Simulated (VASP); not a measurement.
Runs of VASP 6.6.1 on Sn. The structure is that of space group P6_3/mmc (No. 194), or close to it. The cells are those of the table. This isn't the form of Sn at room conditions, which is tetragonal (white tin).

| cell | k mesh | gap on the mesh (eV) | pressure (GPa) |
| --- | --- | --- | --- |
| a = 3.490, b = 3.490, c = 5.800 Å, angles 90.0, 90.0, 120.0°, 2 atoms | 12 × 12 × 7 | none | -2.7 |
| a = 3.308, b = 3.308, c = 5.498 Å, angles 90.0, 90.0, 120.0°, 2 atoms | 12 × 12 × 7 | none | (b) |
| a = 3.446, b = 3.446, c = 5.727 Å, angles 90.0, 90.0, 120.0°, 2 atoms | 12 × 12 × 7 | none | -1.5 |
| a = 3.401, b = 3.401, c = 5.653 Å, angles 90.0, 90.0, 120.0°, 2 atoms | 17 × 17 × 9 | none | (a) |
| a = 3.355, b = 3.355, c = 5.577 Å, angles 90.0, 90.0, 120.0°, 2 atoms | 12 × 12 × 7 | none | 2.0 |
| a = 3.401, b = 3.401, c = 5.653 Å, angles 90.0, 90.0, 120.0°, 2 atoms | 12 × 12 × 7 | none | 0.0 |
| a = 3.259, b = 3.259, c = 5.417 Å, angles 90.0, 90.0, 120.0°, 2 atoms | 12 × 12 × 7 | none | (c) |
| a = 3.532, b = 3.532, c = 5.871 Å, angles 90.0, 90.0, 120.0°, 2 atoms | 12 × 12 × 7 | none | -3.7 |

Alike in all rows: task single point; level revPBE; potentials or basis VASP PAW PBE potentials, release 64 (Sn_d); no spin polarisation; cutoff (eV) 520; smearing fermi-dirac 0.1 eV.

Q: Estimate the missing entries.

A: (a) -0.1; (b) 4.5; (c) 7.6.

Caveats: the PAW data sets were made with another functional, which shifts forces and pressure a little; spin-orbit coupling is left out, which moves the levels of the heavy elements; the cell stands under pressure (at least some runs); the cell stands under tension (at least some runs).

A k mesh can miss the band edges, and the runs leave out spin-orbit coupling on Sn.

A gap of «none» marks levels without a gap at the run's occupations.
